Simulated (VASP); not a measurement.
Here is a VASP 6.6.1 calculation.

The input INCAR:

```
SYSTEM = NaCl
PREC = Accurate
ENCUT = 520
EDIFF = 1E-6
ISMEAR = 0
SIGMA = 0.02
LREAL = .False.
LASPH = .True.
NELM = 100
ALGO = Normal
ISIF = 2
LWAVE = .False.
LCHARG = .False.
GGA = PE
NBANDS = 14
```

Contents of KPOINTS:

```
regular mesh
0
Gamma
  4 4 4
  0 0 0
```

File POSCAR:

```
NaCl
1.0
    0.0000000000      2.8100000000      2.8100000000
    2.8100000000      0.0000000000      2.8100000000
    2.8100000000      2.8100000000      0.0000000000
Na Cl
1 1
Direct
    0.0000000000      0.0000000000      0.0000000000
    0.5000000000      0.5000000000      0.5000000000
```

Potentials or basis: VASP PAW PBE potentials, release 64 (Na_pv, Cl).

The run is started by

```bash
$ cat potpaw_PBE.64/Na_pv/POTCAR potpaw_PBE.64/Cl/POTCAR > POTCAR
$ mpirun -np 1 vasp_std > vasp.out
```

Task: Estimate the band gap on the k mesh.

Result: 5.15 eV, direct.

Task: Predict the pressure.

Result: 1.0 GPa.

Caveat: the k points lie up to 0.48 Å⁻¹ apart. Expect the measured gap to be larger: semilocal functionals such as PBE lack the derivative discontinuity.
